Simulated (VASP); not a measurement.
Set up this calculation in VASP 6.6.1, as the native input.

```
Task                   : single point
Functional             : PBE
Potentials or basis    : VASP PAW PBE potentials, release 64 (Mg, Cd, Te)
Cutoff                 : 520 eV
k mesh                 : 4 × 4 × 4
Occupations            : gaussian, width 0.1 eV
Spin                   : no spin polarisation
Dipole correction      : no
Further INCAR settings : ALGO = Normal; EDIFF = 1e-07; NBANDS = 41
```

The structure of MgCd3Te4 lies in POSCAR:

```
MgCd3Te4
1.0
   -3.2953229000      3.2953229000      6.5904727000
    3.2953229000     -3.2953229000      6.5904727000
    3.2953229000      3.2953229000     -6.5904727000
Mg Cd Te
1 3 4
Direct
    0.0000000000      0.0000000000      0.0000000000
    0.7500000000      0.2500000000      0.5000000000
    0.5000000000      0.5000000000      0.0000000000
    0.2500000000      0.7500000000      0.5000000000
    0.8766020000      0.3706410000      0.0000000000
    0.6293590000      0.6293590000      0.5059610000
    0.3706410000      0.8766020000      0.0000000000
    0.1233980000      0.1233980000      0.4940390000
```

One way to write it, as run:

INCAR

```
SYSTEM = MgCd3Te4
PREC     = Accurate       ! precision mode
ENCUT    = 520            ! plane-wave cutoff, eV
EDIFF    = 1E-7           ! SCF threshold, eV
ISMEAR   = 0              ! smearing method
SIGMA    = 0.1            ! smearing width, eV
LREAL    = .FALSE.        ! projectors in reciprocal space
LASPH    = .TRUE.         ! aspherical terms in the spheres
NELM     = 60             ! most SCF steps
ALGO     = Normal         ! electronic algorithm
ISIF     = 2              ! what is computed and relaxed
LWAVE    = .FALSE.        ! write WAVECAR
LCHARG   = .FALSE.        ! write CHGCAR
GGA      = PE             ! functional
NBANDS   = 41             ! bands
```

KPOINTS

```
Automatic mesh
0
G
  4 4 4
  0 0 0
```

Potentials or basis: VASP PAW PBE potentials, release 64 (Mg, Cd, Te).

Run with:

```sh
$ cat potpaw_PBE.64/Mg/POTCAR potpaw_PBE.64/Cd/POTCAR potpaw_PBE.64/Te/POTCAR > POTCAR
$ mpirun -np 1 vasp_std > vasp.out
```

It gave:

```yaml
Pressure: 0.1 GPa
Largest_force: 0.018 eV/Å
Band_gap_on_the_k_mesh: 1.01 eV, direct
```

Caveat: spin-orbit coupling is left out, which moves the levels of the heavy elements.

Wall time 5.8 min on 1 thread of Intel(R) Xeon(R) Platinum 8259CL CPU @ 2.50GHz (Skylake/Cascade Lake), with other jobs on the host, peak memory 0.56 GiB.
